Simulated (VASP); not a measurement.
# Ir (Fm-3m) in VASP: a series of runs

Ir is run at these levels: PBEsol; tasks: single point.

Everything below comes from runs of VASP 6.6.1. Logs are shortened: lines on timing, memory, paths and dates and some standing lists are left out, and cuts for length are marked.

## Step 1: The cell of the first run

Symmetry: Fm-3m, No. 225, cubic system. The conventional cell has a = 3.832 Å, b = 3.832 Å, c = 3.832 Å, α = 90.00°, β = 90.00°, γ = 90.00°. Ir (site symmetry m-3m) has 12 Ir at 2.71 Å within 3.6 Å.

## Step 2: Single point, PBEsol

File INCAR:

```
SYSTEM = Ir
PREC = Accurate
ENCUT = 520
EDIFF = 1E-7
ISMEAR = -1
SIGMA = 0.1
LREAL = .False.
LASPH = .True.
NELM = 80
ALGO = Normal
ISIF = 2
LWAVE = .False.
LCHARG = .False.
GGA = PS
NBANDS = 10
```

File KPOINTS:

```
regular mesh
0
Gamma
  23 23 23
  0 0 0
```

File POSCAR:

```
Ir
1.0
    0.0000000000      1.9158105891      1.9158105891
    1.9158105891      0.0000000000      1.9158105891
    1.9158105891      1.9158105891      0.0000000000
Ir
1
Direct
    0.0000000000      0.0000000000      0.0000000000
```

Potentials or basis: VASP PAW PBE potentials, release 64 (Ir).

Started as:

```console
> cat potpaw_PBE.64/Ir/POTCAR > POTCAR
> mpirun -np 1 vasp_std > vasp.out
```

OUTCAR:

```text
SYSTEM = Ir
   PREC = Accurate
   ENCUT = 520
   EDIFF = 1E-7
   ISMEAR = -1
   LREAL = .False.
   LASPH = .True.
   NELM = 80
   ISIF = 2
   GGA = PS

 ion  position               nearest neighbor table
   1  0.000  0.000  0.000-

  LATTYP: Found a face centered cubic cell.
 ALAT       =     3.8316211782

  Lattice vectors:

 A1 = (   0.0000000000,   1.9158105891,   1.9158105891)
 A2 = (   1.9158105891,   0.0000000000,   1.9158105891)
 A3 = (   1.9158105891,   1.9158105891,   0.0000000000)

Analysis of symmetry for initial positions (statically):
=====================================================================
 Subroutine PRICEL returns:
 Original cell was already a primitive cell.

 Routine SETGRP: Setting up the symmetry group for a
 face centered cubic supercell.

 Subroutine GETGRP returns: Found 48 space group operations
 (whereof 48 operations were pure point group operations)
 out of a pool of 48 trial point group operations.

The static configuration has the point symmetry O_h .

Analysis of symmetry for dynamics (positions and initial velocities):
=====================================================================
 Subroutine PRICEL returns:
 Original cell was already a primitive cell.

 Routine SETGRP: Setting up the symmetry group for a
 face centered cubic supercell.

 Subroutine GETGRP returns: Found 48 space group operations
 (whereof 48 operations were pure point group operations)
 out of a pool of 48 trial point group operations.

The dynamic configuration has the point symmetry O_h .

 Subroutine INISYM returns: Found 48 space group operations
 (whereof 48 operations are pure point group operations),
 and found     1 'primitive' translations

----------------------------------------------------------------------------------------

                                     Primitive cell

  volume of cell :      14.0633

  direct lattice vectors                    reciprocal lattice vectors
     0.000000000  1.915810589  1.915810589    -0.260986134  0.260986134  0.260986134
     1.915810589  0.000000000  1.915810589     0.260986134 -0.260986134  0.260986134
     1.915810589  1.915810589  0.000000000     0.260986134  0.260986134 -0.260986134

  length of vectors
     2.709365318  2.709365318  2.709365318     0.452041245  0.452041245  0.452041245

  position of ions in fractional coordinates (direct lattice)
     0.000000000  0.000000000  0.000000000

  ion indices of the primitive-cell ions
   primitive index   ion index
                 1           1

----------------------------------------------------------------------------------------

 KPOINTS: regular mesh

Automatic generation of k-mesh.
 Grid dimensions read from file:
 generate k-points for:   23   23   23

 Generating k-lattice:

  Cartesian coordinates                     Fractional coordinates (reciprocal lattice)
    -0.011347223  0.011347223  0.011347223     0.043478261  0.000000000  0.000000000
     0.011347223 -0.011347223  0.011347223     0.000000000  0.043478261  0.000000000
     0.011347223  0.011347223 -0.011347223     0.000000000  0.000000000  0.043478261

  Length of vectors
     0.019653967  0.019653967  0.019653967

  Shift w.r.t. Gamma in fractional coordinates (k-lattice)
     0.000000000  0.000000000  0.000000000

 Subroutine IBZKPT returns following result:
 ===========================================

 Found    364 irreducible k-points:

 Following reciprocal coordinates:
            Coordinates               Weight
  0.000000  0.000000  0.000000      1.000000
  0.043478  0.000000  0.000000      8.000000
  0.086957  0.000000  0.000000      8.000000
  0.130435  0.000000  0.000000      8.000000
  0.173913  0.000000  0.000000      8.000000
  0.217391  0.000000  0.000000      8.000000
[... 16 lines left out ...]
  0.478261  0.043478  0.000000     24.000000
 -0.478261  0.043478  0.000000     24.000000
 [... further k-points ...]
   k-points           NKPTS =    364   k-points in BZ     NKDIM =    364   number of bands    NBANDS=     10
   number of dos      NEDOS =    301   number of ions     NIONS =      1
   total plane-waves  NPLWV =   8000
   dimension x,y,z NGX =    20 NGY =   20 NGZ =   20
   dimension x,y,z NGXF=    40 NGYF=   40 NGZF=   40
   ions per type =               1
   NGX,Y,Z   is equivalent  to a cutoff of  12.27, 12.27, 12.27 a.u.
   NGXF,Y,Z  is equivalent  to a cutoff of  24.54, 24.54, 24.54 a.u.
 SYSTEM =  Ir
   PREC   = accura    normal or accurate (medium, high low for compatibility)
   ISTART =      0    job   : 0-new  1-cont  2-samecut
   ICHARG =      2    charge: 1-file 2-atom 10-const
   ISPIN  =      1    spin polarized calculation?
   LNONCOLLINEAR =      F non collinear calculations
   LSORBIT =      F    spin-orbit coupling
   LASPH  =      T    aspherical Exc in radial PAW
   ENCUT  =  520.0 eV  38.22 Ry    6.18 a.u.   5.04  5.04  5.04*2*pi/ulx,y,z
   NELM   =     80;   NELMIN=  2; NELMDL= -5     # of ELM steps
   EDIFF  = 0.1E-06   stopping-criterion for ELM
   LREAL  =      F    real-space projection
   EDIFFG = 0.1E-05   stopping-criterion for IOM
   NSW    =      0    number of steps for IOM
   IBRION =     -1    ionic relax: 0-MD 1-quasi-New 2-CG
   NFREE  =      0    steps in history (QN), initial steepest desc. (CG)
   ISIF   =      2    stress and relaxation
   ISYM   =      2    0-nonsym 1-usesym 2-fastsym
   POTIM  = 0.5000    time-step for ionic-motion
   TEBEG  =    0.0;   TEEND  =   0.0 temperature during run
   PSTRESS=    0.0 pullay stress
   NELECT =       9.0000    total number of electrons
   NUPDOWN=      -1.0000    fix difference up-down
   EMIN   =  10.00;   EMAX   =-10.00  energy-range for DOS
   EFERMI =   0.00;   METHOD = LEGACY
   ISMEAR =    -1;   SIGMA  =   0.10  broadening in eV -4-tet -1-fermi 0-gaus
   EFERMI_NEDOS =   21; number of points for ismear=-14 and -15
   IALGO  =     38    algorithm
   IMIX   =      4    mixing-type and parameters
     AMIX     =   0.40;   BMIX     =  1.00
     AMIX_MAG =   1.60;   BMIX_MAG =  1.00
  volume/ion in A,a.u.               =      14.06        94.90
  Fermi-wavevector in a.u.,A,eV,Ry     =   1.410782  2.665991 27.079737  1.990305
  Thomas-Fermi vector in A             =   2.532700
   LORBIT       =      0    0 simple, 1 ext, 2 COOP (PROOUT), +10 PAW based schemes
   GGA     = PS    functional components
   LHFCALC =     F    Hartree Fock is set to
   AEXX    =    0.0000 exact exchange contribution
   IVDW    =     0    specifies the selected vdW correction
   LEPSILON=     F    determine dielectric tensor
   LRPA    =     F    only Hartree local field effects (RPA)
 non-spin polarized calculation
  energy-cutoff  :      520.00
  volume of cell :       14.06
 maximum number of plane-waves:       388
   NGX =  9   NGY =  9   NGZ =  9

 number of electron       9.0000000 magnetization

 Free energy of the ion-electron system (eV)
  ---------------------------------------------------
  ext. energy  EPLUGINS =         0.00000000
  ---------------------------------------------------
  free energy    TOTEN  =        -9.83580232 eV

  energy without entropy =       -9.80789478  energy(sigma->0) =       -9.82184855

 E-fermi :  10.3256     XC(G=0): -14.1367

 val. band max:       10.3255000531   @ k =  -0.3043   0.3478   0.0435
 cond. band min:      10.3367825388   @ k =  -0.3043   0.2174   0.0870
 fundamental gap:      0.0112824857
 Fermi energy:        10.3255523630

 k-point     1 :       0.0000    0.0000    0.0000
  band No.  band energies     occupation
      1      -0.9053      2.00000
      2       6.4108      2.00000
      3       6.4108      2.00000
      4       6.4108      2.00000
      5       9.1516      1.99998
      6       9.1516      1.99998
      7      24.6575      0.00000
      8      30.2657      0.00000
      9      30.2657      0.00000
     10      30.2657      0.00000

 k-point     2 :       0.0435    0.0000    0.0000
  band No.  band energies     occupation
      1      -0.8202      2.00000
      2       6.3641      2.00000
      3       6.4484      2.00000
      4       6.4484      2.00000
      5       9.1265      1.99999
      6       9.1265      1.99999
      7      24.8065      0.00000
      8      29.7759      0.00000
      9      30.4063      0.00000
     10      30.4063      0.00000

 k-point     3 :       0.0870    0.0000    0.0000
  band No.  band energies     occupation
      1      -0.5700      2.00000
      2       6.2364      2.00000
      3       6.5530      2.00000
      4       6.5530      2.00000
      5       9.0632      1.99999
      6       9.0632      1.99999
      7      25.2314      0.00000
      8      28.7129      0.00000
      9      30.8201      0.00000
     10      30.8201      0.00000

 k-point     4 :       0.1304    0.0000    0.0000
  band No.  band energies     occupation
      1      -0.1717      2.00000
      2       6.0633      2.00000
      3       6.6967      2.00000
      4       6.6967      2.00000
      5       8.9992      2.00000
      6       8.9992      2.00000
      7      25.8550      0.00000
      8      27.5119      0.00000
      9      31.4833      0.00000
     10      31.4833      0.00000

 k-point     5 :       0.1739    0.0000    0.0000
  band No.  band energies     occupation
      1       0.3412      2.00000
      2       5.9006      2.00000
      3       6.8283      2.00000
      4       6.8283      2.00000
      5       8.9968      2.00000
      6       8.9968      2.00000
      7      26.1435      0.00000
      8      26.7101      0.00000
      9      32.3562      0.00000
     10      32.3562      0.00000

 k-point     6 :       0.2174    0.0000    0.0000
  band No.  band energies     occupation
      1       0.9101      2.00000
      2       5.8258      2.00000
      3       6.8857      2.00000
      4       6.8857      2.00000
      5       9.1264      1.99999
      6       9.1264      1.99999
      7      25.0252      0.00000
      8      27.1341      0.00000
      9      33.3694      0.00000
     10      33.3694      0.00000
[... 183 lines left out ...]
 k-point    21 :       0.3913    0.0435    0.0000
  band No.  band energies     occupation
      1       2.1927      2.00000
      2       6.4263      2.00000
      3       6.5829      2.00000
      4       7.4400      2.00000
      5      10.5559      0.18174
      6      10.7960      0.01795
      7      20.2367      0.00000
      8      25.2200      0.00000
      9      31.1491      0.00000
     10      32.0475      0.00000

 k-point    22 :       0.4348    0.0435    0.0000
  band No.  band energies     occupation
      1       2.2205      2.00000
      2       6.3158      2.00000
      3       6.4706      2.00000
      4       8.2931      2.00000
      5      11.0853      0.00100
      6      11.1052      0.00082
      7      18.8877      0.00000
      8      24.6987      0.00000
      9      30.4455      0.00000
     10      31.0128      0.00000

 k-point    23 :       0.4783    0.0435    0.0000
  band No.  band energies     occupation
      1       2.2179      2.00000
      2       6.2532      2.00000
      3       6.3968      2.00000
      4       8.9476      2.00000
      5      11.2615      0.00017
      6      11.5092      0.00001
      7      17.8970      0.00000
      8      24.4066      0.00000
      9      30.0960      0.00000
     10      30.2880      0.00000

 k-point    24 :      -0.4783    0.0435    0.0000
  band No.  band energies     occupation
      1       2.2157      2.00000
      2       6.2440      2.00000
      3       6.3707      2.00000
      4       9.1486      1.99998
      5      11.2292      0.00024
      6      11.6937      0.00000
      7      17.6113      0.00000
      8      24.3350      0.00000
      9      29.9489      0.00000
     10      30.1601      0.00000

 [... further k-points ...]

------------------------ aborting loop because EDIFF is reached ----------------------------------------

  FORCE on cell =-STRESS in cart. coord.  units (eV):
  Direction    XX          YY          ZZ          XY          YZ          ZX
  --------------------------------------------------------------------------------------
  -------------------------------------------------------------------------------------
  Total        0.0680831      0.0680831      0.0680831      0.0000000      0.0000000      0.0000000
  in kB        7.7564413      7.7564413      7.7564413      0.0000000      0.0000000      0.0000000
  external PRESSURE =       7.7564413 kB  Pullay stress =       0.0000000 kB

 VOLUME and BASIS-vectors are now :
 -----------------------------------------------------------------------------
  energy-cutoff  :      520.00
  volume of cell :       14.06
      direct lattice vectors                 reciprocal lattice vectors
     0.000000000  1.915810589  1.915810589    -0.260986134  0.260986134  0.260986134
     1.915810589  0.000000000  1.915810589     0.260986134 -0.260986134  0.260986134
     1.915810589  1.915810589  0.000000000     0.260986134  0.260986134 -0.260986134

 POSITION                                       TOTAL-FORCE (eV/Angst)
 -----------------------------------------------------------------------------------
      0.00000      0.00000      0.00000        -0.000000     -0.000000      0.000000
 -----------------------------------------------------------------------------------
    total drift:                                0.000000      0.000000      0.000000

  FREE ENERGIE OF THE ION-ELECTRON SYSTEM (eV)
  ---------------------------------------------------
  free  energy   TOTEN  =        -9.8358023220 eV

  energy  without entropy=       -9.8078947829  energy(sigma->0) =       -9.82184855
```

It took 20 s on 1 thread of Intel Xeon 6975P-C (Granite Rapids), shared host; peak memory 0.17 GiB.

What came out:

```
Free energy : -9.8358 eV
Pressure    : 0.8 GPa
```

Levels at points of the mesh, in eV from the Fermi level:
| k point | band 1 | band 2 | band 3 | band 4 | band 5 | band 6 | band 7 | band 8 |
| --- | --- | --- | --- | --- | --- | --- | --- | --- |
| (0.00, 0.00, 0.00) | -11.23 | -3.91 | -3.91 | -3.91 | -1.17 | -1.17 | 14.33 | 19.94 |

Caveat: the PAW data sets were made with another functional, which shifts forces and pressure a little; spin-orbit coupling is left out, which moves the levels of the heavy elements.

(Continued in part 2 of 3.)
